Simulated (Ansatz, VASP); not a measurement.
## MgO in VASP and in Ansatz

```
Mg O
1.0
     0.00000    2.10217    2.10217
     2.10217    0.00000    2.10217
     2.10217    2.10217    0.00000
Mg O
1 1
Direct
  0.00000 0.00000 0.00000
  0.50000 0.50000 0.50000
```

Alike in both runs: task single point; functional PBEsol; k mesh 8 × 8 × 8; no spin polarisation.

|  | VASP | Ansatz |
| --- | --- | --- |
| version | VASP 6.6.1 | Ansatz 0.2.0 |
| potentials or method | VASP PAW PBE potentials, release 64 (Mg, O) | plane waves, PAW |
| plane-wave cutoff (eV) | 520 | 420 |
| occupations | gaussian, width 0.01 eV | fixed |
| valence electrons in the cell | 8 | 16 |

```tsv
	VASP	Ansatz	Ansatz less VASP
gap on the k mesh at the Fermi level (eV)	4.69	4.69	0.000
pressure (GPa)	0.6	1.1	+0.50
```

VASP's potentials were made for PBE, not for PBEsol. VASP's potentials hold 8 valence electrons a cell and Ansatz's 16, so a difference there can come from the potentials and not from the codes.
